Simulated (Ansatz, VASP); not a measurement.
## One calculation of ZnO, two programs

```
Zn O
1.0
     3.28000    0.00000    0.00000
    -1.64000    2.84056    0.00000
     0.00000    0.00000    5.29224
Zn O
2 2
Cartesian
  0.0000 1.8937 0.0673
  1.6400 0.9469 2.7134
  0.0000 1.8937 2.0740
  1.6400 0.9469 4.7201
```

Alike in both runs: functional PBE; k mesh 12 × 12 × 6; occupations gaussian, width 0.02 eV; no spin polarisation.

Ansatz relaxed the structure, and its values are those at the end. VASP's run is a single point on that final structure, the one shown.

|  | VASP | Ansatz |
| --- | --- | --- |
| version | VASP 6.6.1 | Ansatz 0.2.0 |
| potentials or method | VASP PAW PBE potentials, release 64 (Zn, O), cutoff 520 eV | scalar-relativistic, plane waves, PAW |
| valence electrons in the cell | 36 | 36 |

|  | VASP | Ansatz | Ansatz less VASP |
| --- | --- | --- | --- |
| gap on the k mesh at the Fermi level (eV) | 0.73 | 0.74 | +0.016 |
| least direct gap on the mesh (eV) | 0.73 | 0.74 | +0.016 |
| pressure (GPa) | 0.9 | 0.0 | -0.89 |
